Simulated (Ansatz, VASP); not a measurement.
# Two plane-wave programs on Al2O3

```xyz
10
Lattice="2.8695 0.0000 0.0000 -1.4348 2.4851 0.0000 0.0000 0.0000 14.5091" Properties=species:S:1:pos:R:3 pbc="T T T"
Al    1.4348    0.8284    1.3672
Al    0.0000    1.6567   13.1419
Al    0.0000    1.6567    8.6218
Al    1.4348    0.8284    5.8873
O     0.0000    0.0000    0.0000
O     0.0000    1.6567    2.0535
O     1.4348    0.8284   12.4556
O     0.0000    0.0000    7.2546
O     1.4348    0.8284    9.3080
O     0.0000    1.6567    5.2011
```

Alike in both runs: task relaxation of cell and atoms; functional PBE; dispersion D3(BJ); k mesh 9 × 9 × 2; occupations gaussian, width 0.02 eV; no spin polarisation.

|  | VASP | Ansatz |
| --- | --- | --- |
| version | VASP 6.6.1 | Ansatz 0.2.0 |
| potentials or method | VASP PAW PBE potentials, release 64 (Al, O), cutoff 600 eV | scalar-relativistic, plane waves, PAW |
| valence electrons in the cell | 48 | 48 |

Ansatz gave:

```
gap on the k mesh at the Fermi level, each at its own relaxed structure (eV) : 4.77
relaxed volume (Å³/atom)                                                     : 10.35
relaxed cell length with the largest relative difference (Å)                 : 14.498
```

Task: Which values does VASP return?

Result: gap on the k mesh at the Fermi level, each at its own relaxed structure (eV): 4.74; relaxed volume (Å³/atom): 10.27; relaxed cell length with the largest relative difference (Å): 14.388.
